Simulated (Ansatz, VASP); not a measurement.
## Al7RuN8 in VASP and in Ansatz

```xyz
16
Lattice="6.2200 0.0000 0.0000 -3.1100 5.3867 0.0000 0.0000 0.0000 4.9800" Properties=species:S:1:pos:R:3 pbc="T T T"
Ru    1.5478    0.9187    4.7172
Al   -0.0016    3.5963    0.0507
Al    4.6577    0.8615    0.0535
Al    3.0968    3.5964    0.0507
Al   -0.0262    1.7940    2.4762
Al   -1.5624    4.4745    2.4767
Al    3.1215    1.7940    2.4762
Al    1.5476    4.4741    2.5174
N     1.5477    0.8989    2.0191
N     0.0005    3.5900    1.9163
N     4.6577    0.8673    1.9157
N     3.0947    3.5901    1.9163
N    -0.1383    1.8525    4.3669
N    -1.5624    4.3706    4.3679
N     3.2338    1.8527    4.3668
N     1.5476    4.4700    4.4105
```

Alike in both runs: task single point; functional PBEsol; k mesh 3 × 3 × 4; occupations gaussian, width 0.05 eV; collinear spin; Hubbard terms Ru d U = 2.0 eV.

|  | VASP | Ansatz |
| --- | --- | --- |
| version | VASP 6.6.1 | Ansatz 0.2.0 |
| potentials or method | VASP PAW PBE potentials, release 64 (Ru_pv, Al, N), cutoff 600 eV | scalar-relativistic, plane waves, PAW |
| valence electrons in the cell | 75 | 77 |

```csv
,VASP,Ansatz,Ansatz less VASP
gap on the k mesh at the Fermi level (eV),none,none,-
pressure (GPa),6.1,6.3,+0.21
"traceless stress, the component that is largest in VASP (GPa)",-1.76,-1.80,-0.035
rms of the force components (eV/Å),0.027,0.001,-0.0266
net moment per atom (μB),0.03,0.03,0.000
size of the moment on the site where the two differ most (μB),0.34,0.25,-0.096
```

VASP's potentials were made for PBE, not for PBEsol. Site moments also hang on the region over which each program counts them. The programs project onto different local orbitals, so the same U acts differently, and such runs can settle in different states. Atom by atom the forces differ by 0.027 eV/Å (rms over components). A gap of «none» marks a metal or a gap that the smearing closes. VASP's potentials hold 75 valence electrons a cell and Ansatz's 77, so a difference there can come from the potentials and not from the codes. Ansatz's warnings: filled band counts differ across k points.

The k mesh is coarse, so the values compare programs but aren't converged.
